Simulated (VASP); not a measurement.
Input of a VASP 6.6.1 run:

File INCAR:

```
SYSTEM = Ca4AlO
  PREC = Accurate
  ENCUT = 520
  EDIFF = 1E-7
  ISMEAR = 0
  SIGMA = 0.1
  LREAL = .False.
  LASPH = .True.
  NELM = 60
  ALGO = Normal
  ISIF = 2
  LWAVE = .False.
  LCHARG = .False.
  GGA = PE
  NBANDS = 34
```

File KPOINTS:

```
regular mesh
0
Gamma
  6 6 12
  0 0 0
```

The input POSCAR:

```
Ca4AlO
1.0
    8.6428851548      0.0000000000      0.0000000000
   -4.3214425774      7.4849581060      0.0000000000
    0.0000000000      0.0000000000      3.3418776047
Ca Al O
4 1 1
Direct
    0.3333333333      0.6666666667      0.0000000000
    0.1223998348      0.2447996695      0.5000000000
    0.7552003305      0.8776001652      0.5000000000
    0.1223998348      0.8776001652      0.5000000000
    0.6666666667      0.3333333333      0.0000000000
    0.0000000000      0.0000000000      0.0000000000
```

Potentials or basis: VASP PAW PBE potentials, release 64 (Ca_sv, Al, O).

Run with:

```bash
$ cat potpaw_PBE.64/Ca_sv/POTCAR potpaw_PBE.64/Al/POTCAR potpaw_PBE.64/O/POTCAR > POTCAR
$ mpirun -np 1 vasp_std > vasp.out
```

Task: Estimate the pressure.

Result: 0.0 GPa.

Task: Predict the band gap on the k mesh.

Result: Zero (an odd number of electrons rules out a gap without spin polarisation).

Task: Estimate the largest force.

Result: 0.028 eV/Å.

Forces on the atoms (eV/Å):
```
Ca   0.000  0.000  0.000
Ca   0.000  0.028  0.000
Ca  -0.024 -0.014  0.000
Ca   0.024 -0.014  0.000
Al   0.000  0.000  0.000
O    0.000  0.000  0.000
```

Caveat: an odd number of electrons without spin polarisation forces a metal; a magnetic or distorted state may lie lower.
